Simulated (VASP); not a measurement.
# AlN (Pm) in VASP: notebook, part 2 of 2

VASP 6.6.1. Earlier steps stand in the parts before.

### 3 Single point, PBE (atom 1 (Al) moved by +0.126 Å along [1 0 0] and +0.126 Å along [1 2 0])

Input file INCAR:

```
ALGO     = Normal         # electronic algorithm
EDIFF    = 1E-7           # SCF threshold, eV
ENCUT    = 520            # plane-wave cutoff, eV
GGA      = PE             # functional
ISIF     = 2              # what is computed and relaxed
ISMEAR   = 0              # smearing method
LASPH    = True           # aspherical terms in the spheres
LCHARG   = True           # write CHGCAR
LELF     = True           # ELF
LREAL    = False          # projectors in reciprocal space
LVHAR    = True         
LWAVE    = False          # write WAVECAR
NBANDS   = 26             # bands
NELM     = 80             # most SCF steps
PREC     = Accurate       # precision mode
SIGMA    = 0.05           # smearing width, eV
```

Input file KPOINTS:

```
k-points
0
Gamma
  8 6 4
```

Input file POSCAR:

```
AlN
1.0
   -1.6567491617      2.8695737234      0.0000000000
    0.0000000000      0.0000000000      4.1874629526
    4.9702474850      2.8695737234      0.0000000000
Al N
4 4
Direct
    0.5139185828      0.7500000000      0.1966570446
    0.0000000000      0.7500000000      0.6666666667
    0.0000000000      0.2500000000      0.3333333333
    0.5000000000      0.2500000000      0.8333333333
    0.5000000000      0.2500000000      0.1666666667
    0.0000000000      0.2500000000      0.6666666667
    0.0000000000      0.7500000000      0.3333333333
    0.5000000000      0.7500000000      0.8333333333
```

Potentials or basis: VASP PAW PBE potentials, release 64 (Al, N).

The run is started by

```bash
$ cat potpaw_PBE.64/Al/POTCAR potpaw_PBE.64/N/POTCAR > POTCAR
$ mpirun -np 1 vasp_std > vasp.out
```

OUTCAR:

```text
EDIFF = 1E-7
   ENCUT = 520
   GGA = PE
   ISIF = 2
   ISMEAR = 0
   LASPH = True
   LREAL = False
   NELM = 80
   PREC = Accurate

 ion  position               nearest neighbor table
   1  0.514  0.750  0.197-   7 1.79   7 1.87   8 2.09   5 2.10   5 2.10   3 2.76   3 2.76   3 2.81
                             3 2.81   4 2.96   4 2.96   2 3.14   2 3.19
   2  0.000  0.750  0.667-   8 1.91   8 1.91   7 1.91   6 2.09   6 2.09   4 2.84   4 2.84   4 2.84
                             4 2.84   3 2.84   3 2.84   1 3.14   1 3.19
[... 920 lines left out ...]
  Total       -0.7555097      2.2559925     -0.0139913     -1.1539752      0.0000000      0.0000000
  in kB      -15.2007682     45.3903068     -0.2815039    -23.2178460      0.0000000      0.0000000
  external PRESSURE =       9.9693449 kB  Pullay stress =       0.0000000 kB

 VOLUME and BASIS-vectors are now :
 -----------------------------------------------------------------------------
  energy-cutoff  :      520.00
  volume of cell :       79.63
      direct lattice vectors                 reciprocal lattice vectors
    -1.656749162  2.869573723  0.000000000    -0.150897919  0.261362862  0.000000000
     0.000000000  0.000000000  4.187462953     0.000000000  0.000000000  0.238808083
     4.970247485  2.869573723  0.000000000     0.150897919  0.087120954  0.000000000

 POSITION                                       TOTAL-FORCE (eV/Angst)
 -----------------------------------------------------------------------------------
      0.12600      2.03905      3.14060        -2.043692     -2.615972      0.000000
      3.31350      1.91305      3.14060         0.741054      0.450375      0.000000
      1.65675      0.95652      1.04687        -0.023115      0.127348      0.000000
      3.31350      3.82610      1.04687         0.151802      0.064829      0.000000
      0.00000      1.91305      1.04687         0.594286      0.449960      0.000000
      3.31350      1.91305      1.04687        -0.305477     -0.168828      0.000000
      1.65675      0.95652      3.14060         0.445900      1.360470      0.000000
      3.31350      3.82610      3.14060         0.439242      0.331818      0.000000
 -----------------------------------------------------------------------------------
    total drift:                                0.000029     -0.000080      0.000000

  FREE ENERGIE OF THE ION-ELECTRON SYSTEM (eV)
  ---------------------------------------------------
  free  energy   TOTEN  =       -58.3312093367 eV

  energy  without entropy=      -58.3312093367  energy(sigma->0) =      -58.33120934
```

Run time: 87 s. Hardware: 1 thread of Intel Xeon 6975P-C (Granite Rapids), shared host; peak memory 0.25 GiB.

Results:

```
Free energy            : -58.3312 eV
Pressure               : 1.0 GPa
Largest force          : 3.320 eV/Å
Band gap on the k mesh : 3.11 eV, direct
```

Forces in eV/Å, atoms in the order of the input:
```
Al  -2.044 -2.616  0.000
Al   0.741  0.450  0.000
Al  -0.023  0.127  0.000
Al   0.152  0.065  0.000
N    0.594  0.450  0.000
N   -0.305 -0.169  0.000
N    0.446  1.360  0.000
N    0.439  0.332  0.000
```

Caveat: the cell differs from its parent crystal (atom 1 (Al) moved by +0.126 Å along [1 0 0] and +0.126 Å along [1 2 0]); forces of over 1 eV/Å act on the atoms, so gaps and moduli don't describe the material at rest. A k mesh can miss the band edges.

### 4 Single point, PBE (atom 1 (Al) moved by +0.630 Å along [1 0 0] and +0.378 Å along [1 2 0])

Input file INCAR:

```
SYSTEM = AlN
PREC = Accurate
ENCUT = 520
EDIFF = 1E-7
ISMEAR = 0
SIGMA = 0.05
LREAL = .FALSE.
LASPH = .TRUE.
NELM = 80
ALGO = Normal
ISIF = 2
LWAVE = .FALSE.
LCHARG = .TRUE.
GGA = PE
LELF = .TRUE.
LVHAR = .TRUE.
NBANDS = 26
```

Input file KPOINTS:

```
regular mesh
0
G
  8 6 4
  0 0 0
```

Edit POSCAR of step 3 so:

```diff
@@ -8,3 +8,3 @@
 Direct
-    0.5139185828      0.7500000000      0.1966570446
+    0.5037294730      0.7500000000      0.2946640759
     0.0000000000      0.7500000000      0.6666666667
```

The run is started by

```bash
$ cat potpaw_PBE.64/Al/POTCAR potpaw_PBE.64/N/POTCAR > POTCAR
$ mpirun -np 1 vasp_std > vasp.out
```

Wall time 1.7 min (1 thread of Intel Xeon 6975P-C (Granite Rapids), shared host); peak memory 0.25 GiB.

The run converged. Its results:

| Item | Value |
| --- | --- |
| Free energy | -55.4895 eV |
| Pressure | 10.6 GPa |
| Largest force | 5.604 eV/Å |
| Band gap on the k mesh | 1.96 eV, direct |

Forces on the atoms (eV/Å):
```
Al  -4.371 -3.508  0.000
Al   2.735  1.604  0.000
Al  -0.686 -0.342  0.000
Al   0.638  0.368  0.000
N    2.212  1.299  0.000
N   -0.857 -0.494  0.000
N    1.621  1.814  0.000
N   -1.292 -0.740  0.000
```

Stress tensor (GPa, compression positive):
```
  6.28 -14.89   0.00
-14.89  24.40   0.00
  0.00   0.00   1.24
```

Levels at points of the mesh, in eV from the valence-band top:
```tsv
k point	band 14	band 15	band 16	band 17	band 18	band 19
(0.00, 0.00, 0.00)	-1.14	-0.93	0.00	1.96	3.90	4.48
(0.50, 0.00, 0.00)	-2.30	-2.24	-1.57	3.51	4.09	6.40
(0.00, 0.50, 0.00)	-1.89	-1.78	-1.23	3.79	4.56	5.51
(0.50, 0.50, 0.00)	-0.96	-0.95	-0.57	3.86	4.24	6.61
(0.00, 0.00, 0.50)	-1.38	-0.87	-0.67	3.61	5.20	5.84
(0.50, 0.00, 0.50)	-2.71	-1.70	-0.94	2.13	4.38	4.91
(0.00, 0.50, 0.50)	-1.95	-1.51	-1.05	3.63	4.49	5.69
(0.50, 0.50, 0.50)	-1.56	-1.31	-1.29	2.74	3.54	5.36
```

Caveat: the cell differs from its parent crystal (atom 1 (Al) moved by +0.630 Å along [1 0 0] and +0.378 Å along [1 2 0]); forces of over 1 eV/Å act on the atoms, so gaps and moduli don't describe the material at rest. A k mesh can miss the band edges.

### 5 Single point, PBE (atom 1 (Al) moved by +0.630 Å along [1 0 0] and +0.252 Å along [1 2 0])

Input file INCAR:

```
ALGO     = Normal         # electronic algorithm
EDIFF    = 1E-7           # SCF threshold, eV
ENCUT    = 520            # plane-wave cutoff, eV
GGA      = PE             # functional
ISIF     = 2              # what is computed and relaxed
ISMEAR   = 0              # smearing method
LASPH    = T              # aspherical terms in the spheres
LCHARG   = T              # write CHGCAR
LELF     = T              # ELF
LREAL    = F              # projectors in reciprocal space
LVHAR    = T            
LWAVE    = F              # write WAVECAR
NBANDS   = 26             # bands
NELM     = 100            # most SCF steps
PREC     = Accurate       # precision mode
SIGMA    = 0.05           # smearing width, eV
```

Input file KPOINTS:

```
k-points
0
Gamma
  8 6 4
```

Edit POSCAR of step 4 so:

```diff
@@ -8,3 +8,3 @@
 Direct
-    0.5037294730      0.7500000000      0.2946640759
+    0.4707977525      0.7500000000      0.2836868357
     0.0000000000      0.7500000000      0.6666666667
```

Potentials or basis: VASP PAW PBE potentials, release 64 (Al, N).

The run is started by

```bash
$ cat potpaw_PBE.64/Al/POTCAR potpaw_PBE.64/N/POTCAR > POTCAR
$ mpirun -np 1 vasp_std > vasp.out
```

OUTCAR:

```text
EDIFF = 1E-7
   ENCUT = 520
   GGA = PE
   ISIF = 2
   ISMEAR = 0
   LASPH = T
   LREAL = F
   NELM = 100
   PREC = Accurate

 ion  position               nearest neighbor table
   1  0.471  0.750  0.284-   7 1.59   7 1.78   5 2.20   5 2.20   3 2.63   3 2.63   2 2.70   3 2.75
                             3 2.75   2 2.81   4 3.33   4 3.33
   2  0.000  0.750  0.667-   8 1.91   8 1.91   7 1.91   6 2.09   6 2.09   1 2.70   1 2.81   4 2.84
                             4 2.84   4 2.84   4 2.84   3 2.84   3 2.84
   3  0.000  0.250  0.333-   5 1.91   5 1.91   6 1.91   7 2.09   7 2.09   1 2.63   1 2.63   1 2.75
                             1 2.75   2 2.84   2 2.84   4 3.31   4 3.31   4 3.31   4 3.31
[... 920 lines left out ...]
  external PRESSURE =     108.0319399 kB  Pullay stress =       0.0000000 kB

 VOLUME and BASIS-vectors are now :
 -----------------------------------------------------------------------------
  energy-cutoff  :      520.00
  volume of cell :       79.63
      direct lattice vectors                 reciprocal lattice vectors
    -1.656749162  2.869573723  0.000000000    -0.150897919  0.261362862  0.000000000
     0.000000000  0.000000000  4.187462953     0.000000000  0.000000000  0.238808083
     4.970247485  2.869573723  0.000000000     0.150897919  0.087120954  0.000000000

 POSITION                                       TOTAL-FORCE (eV/Angst)
 -----------------------------------------------------------------------------------
      0.63000      2.16505      3.14060        -8.463126      2.614087      0.000000
      3.31350      1.91305      3.14060         2.630016      1.355915      0.000000
      1.65675      0.95652      1.04687        -0.336407     -0.611034      0.000000
      3.31350      3.82610      1.04687         0.565323      0.334909      0.000000
      0.00000      1.91305      1.04687         2.182819      1.078165      0.000000
      3.31350      1.91305      1.04687        -0.846473     -0.493837      0.000000
      1.65675      0.95652      3.14060         5.266303     -3.647963      0.000000
      3.31350      3.82610      3.14060        -0.998454     -0.630242      0.000000
 -----------------------------------------------------------------------------------
    total drift:                               -0.000111      0.000014      0.000000

  FREE ENERGIE OF THE ION-ELECTRON SYSTEM (eV)
  ---------------------------------------------------
  free  energy   TOTEN  =       -55.5397490480 eV

  energy  without entropy=      -55.5397490480  energy(sigma->0) =      -55.53974905
```

OSZICAR:

```text
N       E                     dE             d eps       ncg     rms          rms(c)
DAV:   1     0.112826228658E+03    0.11283E+03   -0.14915E+04  3744   0.111E+03
DAV:   2    -0.553640898744E+02   -0.16819E+03   -0.15666E+03  5070   0.230E+02
DAV:   3    -0.649058158082E+02   -0.95417E+01   -0.94787E+01  5056   0.568E+01
DAV:   4    -0.649997463560E+02   -0.93931E-01   -0.93863E-01  4510   0.631E+00
DAV:   5    -0.650012786563E+02   -0.15323E-02   -0.15319E-02  5052   0.802E-01    0.171E+01
DAV:   6    -0.556620395326E+02    0.93392E+01   -0.28189E+01  4742   0.288E+01    0.617E+00
DAV:   7    -0.555943151760E+02    0.67724E-01   -0.15575E+00  4582   0.708E+00    0.398E+00
DAV:   8    -0.555422226933E+02    0.52092E-01   -0.88469E-02  4868   0.229E+00    0.132E+00
DAV:   9    -0.555393828085E+02    0.28399E-02   -0.22687E-02  4810   0.106E+00    0.350E-01
DAV:  10    -0.555394236368E+02   -0.40828E-04   -0.41311E-03  4878   0.444E-01    0.186E-01
DAV:  11    -0.555396836246E+02   -0.25999E-03   -0.77108E-04  4162   0.218E-01    0.711E-02
DAV:  12    -0.555397448768E+02   -0.61252E-04   -0.21710E-04  4238   0.948E-02    0.189E-02
DAV:  13    -0.555397474079E+02   -0.25311E-05   -0.19507E-05  4908   0.319E-02    0.896E-03
DAV:  14    -0.555397490100E+02   -0.16021E-05   -0.53844E-06  4112   0.151E-02    0.380E-03
DAV:  15    -0.555397490480E+02   -0.37936E-07   -0.47610E-07  4850   0.499E-03
   1 F= -.55539749E+02 E0= -.55539749E+02  d E =-.118104E-14
```

It took 63 s on 1 thread of Intel Xeon 6975P-C (Granite Rapids), shared host; peak memory 0.25 GiB.

What came out:

| Property | Result |
| --- | --- |
| Free energy | -55.5397 eV |
| Pressure | 10.8 GPa |
| Largest force | 8.858 eV/Å |
| Band gap on the k mesh | 2.07 eV, direct |

Forces in eV/Å, atoms in the order of the input:
```
Al  -8.463  2.614  0.000
Al   2.630  1.356  0.000
Al  -0.336 -0.611  0.000
Al   0.565  0.335  0.000
N    2.183  1.078  0.000
N   -0.846 -0.494  0.000
N    5.266 -3.648  0.000
N   -0.998 -0.630  0.000
```

Stress tensor (GPa, compression positive):
```
 10.13 -17.02   0.00
-17.02  21.26   0.00
  0.00   0.00   1.02
```

Caveat: the cell differs from its parent crystal (atom 1 (Al) moved by +0.630 Å along [1 0 0] and +0.252 Å along [1 2 0]); forces of over 1 eV/Å act on the atoms, so gaps and moduli don't describe the material at rest.

### 6 Single point, PBE (atom 1 (Al) moved by -0.504 Å along [1 0 0] and -0.378 Å along [1 2 0])

Input file INCAR:

```
  PREC = Accurate
  ENCUT = 520
  EDIFF = 1E-6
  ISMEAR = 0
  SIGMA = 0.05
  LREAL = False
  LASPH = True
  NELM = 100
  ALGO = Normal
  ISIF = 2
  LWAVE = False
  LCHARG = True
  GGA = PE
  LELF = True
  LVHAR = True
  NBANDS = 26
```

Input file KPOINTS:

```
regular mesh
0
Gamma
  8 6 4
```

Edit POSCAR of step 5 so:

```diff
@@ -8,3 +8,3 @@
 Direct
-    0.4707977525      0.7500000000      0.2836868357
+    0.4772573892      0.7500000000      0.0576823952
     0.0000000000      0.7500000000      0.6666666667
```

Potentials or basis: VASP PAW PBE potentials, release 64 (Al, N).

The run is started by

```bash
$ cat potpaw_PBE.64/Al/POTCAR potpaw_PBE.64/N/POTCAR > POTCAR
$ mpirun -np 1 vasp_std > vasp.out
```

It took 58 s on 1 thread of Intel Xeon 6975P-C (Granite Rapids), shared host; peak memory 0.26 GiB.

It converged, with:

```yaml
Free_energy: -49.1537 eV
Pressure: 32.0 GPa
Largest_force: 46.784 eV/Å
Band_gap_on_the_k_mesh: 1.28 eV, indirect (least direct gap 1.33 eV)
```

Forces on the atoms (eV/Å):
```
Al   41.474  21.649   0.000
Al   -3.035  -1.854   0.000
Al   -0.731  -0.485   0.000
Al   -0.638  -0.203   0.000
N    -2.369  -1.586   0.000
N     1.257   0.720   0.000
N    -1.219  -0.602   0.000
N   -34.739 -17.639   0.000
```

Stress tensor (GPa, compression positive):
```
75.54 38.62  0.00
38.62 18.38  0.00
 0.00  0.00  2.09
```

Levels at points of the mesh, in eV from the valence-band top:
| k point | band 13 | band 14 | band 15 | band 16 | band 17 | band 18 | band 19 | band 20 |
| --- | --- | --- | --- | --- | --- | --- | --- | --- |
| (0.00, 0.00, 0.00) | -3.18 | -2.36 | -0.56 | -0.05 | 1.28 | 2.79 | 4.09 | 6.25 |
| (0.50, 0.00, 0.00) | -3.10 | -2.40 | -2.40 | -2.30 | 4.08 | 4.10 | 4.94 | 5.28 |
| (0.00, 0.50, 0.00) | -2.92 | -1.99 | -1.65 | -0.64 | 2.46 | 4.00 | 4.75 | 5.56 |
| (0.50, 0.50, 0.00) | -3.00 | -2.13 | -0.81 | -0.70 | 4.29 | 4.64 | 5.47 | 6.06 |
| (0.00, 0.00, 0.50) | -3.18 | -2.98 | -0.97 | 0.00 | 2.34 | 4.18 | 4.93 | 5.36 |
| (0.50, 0.00, 0.50) | -3.21 | -2.67 | -1.92 | -1.74 | 2.47 | 3.43 | 5.13 | 5.40 |
| (0.00, 0.50, 0.50) | -3.08 | -1.65 | -1.65 | -0.71 | 2.22 | 4.10 | 4.59 | 6.01 |
| (0.50, 0.50, 0.50) | -3.56 | -2.60 | -1.52 | -1.04 | 3.50 | 3.65 | 4.56 | 4.90 |

Caveat: the cell differs from its parent crystal (atom 1 (Al) moved by -0.504 Å along [1 0 0] and -0.378 Å along [1 2 0]); forces of over 1 eV/Å act on the atoms, so gaps and moduli don't describe the material at rest. A k mesh can miss the band edges.

### 7 Single point, PBE (atom 1 (Al) moved by +0.504 Å along [1 0 0] and +0.252 Å along [1 2 0])

Input file INCAR:

```
  ALGO = Normal
  EDIFF = 1E-6
  ENCUT = 520
  GGA = PE
  ISIF = 2
  ISMEAR = 0
  LASPH = T
  LCHARG = F
  LREAL = F
  LWAVE = F
  NBANDS = 26
  NELM = 100
  PREC = Accurate
  SIGMA = 0.05
```

Input file KPOINTS:

```
k-points
0
Gamma
  8 6 4
```

Edit POSCAR of step 6 so:

```diff
@@ -8,3 +8,3 @@
 Direct
-    0.4772573892      0.7500000000      0.0576823952
+    0.4898108902      0.7500000000      0.2646736980
     0.0000000000      0.7500000000      0.6666666667
```

Potentials or basis: VASP PAW PBE potentials, release 64 (Al, N).

The run is started by

```bash
$ cat potpaw_PBE.64/Al/POTCAR potpaw_PBE.64/N/POTCAR > POTCAR
$ mpirun -np 1 vasp_std > vasp.out
```

OUTCAR:

```text
EDIFF = 1E-6
   ENCUT = 520
   GGA = PE
   ISIF = 2
   ISMEAR = 0
   LASPH = T
   LREAL = F
   NELM = 100
   PREC = Accurate

 ion  position               nearest neighbor table
   1  0.490  0.750  0.265-   7 1.67   7 1.74   5 2.17   5 2.17   8 2.48   3 2.68   3 2.68   3 2.72
                             3 2.72   2 2.82   2 2.86   4 3.24   4 3.24
   2  0.000  0.750  0.667-   8 1.91   8 1.91   7 1.91   6 2.09   6 2.09   1 2.82   4 2.84   4 2.84
                             4 2.84   4 2.84   3 2.84   3 2.84   1 2.86
   3  0.000  0.250  0.333-   5 1.91   5 1.91   6 1.91   7 2.09   7 2.09   1 2.68   1 2.68   1 2.72
                             1 2.72   2 2.84   2 2.84   4 3.31   4 3.31   4 3.31   4 3.31
   4  0.500  0.250  0.833-   6 1.91   6 1.91   5 1.91   8 2.09   8 2.09   2 2.84   2 2.84   2 2.84
[... 919 lines left out ...]
  external PRESSURE =      76.0933330 kB  Pullay stress =       0.0000000 kB

 VOLUME and BASIS-vectors are now :
 -----------------------------------------------------------------------------
  energy-cutoff  :      520.00
  volume of cell :       79.63
      direct lattice vectors                 reciprocal lattice vectors
    -1.656749162  2.869573723  0.000000000    -0.150897919  0.261362862  0.000000000
     0.000000000  0.000000000  4.187462953     0.000000000  0.000000000  0.238808083
     4.970247485  2.869573723  0.000000000     0.150897919  0.087120954  0.000000000

 POSITION                                       TOTAL-FORCE (eV/Angst)
 -----------------------------------------------------------------------------------
      0.50400      2.16505      3.14060        -6.010893     -1.240533      0.000000
      3.31350      1.91305      3.14060         2.237841      1.250986      0.000000
      1.65675      0.95652      1.04687        -0.257889     -0.287439      0.000000
      3.31350      3.82610      1.04687         0.459695      0.270709      0.000000
      0.00000      1.91305      1.04687         1.887473      1.022658      0.000000
      3.31350      1.91305      1.04687        -0.782331     -0.454686      0.000000
      1.65675      0.95652      3.14060         3.017852     -0.216857      0.000000
      3.31350      3.82610      3.14060        -0.551749     -0.344838      0.000000
 -----------------------------------------------------------------------------------
    total drift:                               -0.000013     -0.000007      0.000000

  FREE ENERGIE OF THE ION-ELECTRON SYSTEM (eV)
  ---------------------------------------------------
  free  energy   TOTEN  =       -56.4455955935 eV

  energy  without entropy=      -56.4455955935  energy(sigma->0) =      -56.44559559
```

stdout:

```text
POSCAR found type information on POSCAR AlN
 POSCAR found :  2 types and       8 ions
 scaLAPACK will be used
 LDA part: xc-table for (Slater+PW92), standard interpolation
 POSCAR, INCAR and KPOINTS ok, starting setup
 FFT: planning ... GRIDC
 FFT: planning ... GRID_SOFT
 FFT: planning ... GRID
 WAVECAR not read
 entering main loop
```

It took 62 s on 1 thread of Intel Xeon 6975P-C (Granite Rapids), shared host; peak memory 0.26 GiB.

What came out:

| Property | Result |
| --- | --- |
| Free energy | -56.4456 eV |
| Pressure | 7.6 GPa |
| Largest force | 6.138 eV/Å |
| Band gap on the k mesh | 2.28 eV, direct |

Forces on the atoms (eV/Å):
```
Al  -6.011 -1.241  0.000
Al   2.238  1.251  0.000
Al  -0.258 -0.287  0.000
Al   0.460  0.271  0.000
N    1.887  1.023  0.000
N   -0.782 -0.455  0.000
N    3.018 -0.217  0.000
N   -0.552 -0.345  0.000
```

Stress tensor (GPa, compression positive):
```
  5.84 -12.01   0.00
-12.01  16.43   0.00
  0.00   0.00   0.56
```

Caveat: the cell differs from its parent crystal (atom 1 (Al) moved by +0.504 Å along [1 0 0] and +0.252 Å along [1 2 0]); forces of over 1 eV/Å act on the atoms, so gaps and moduli don't describe the material at rest.
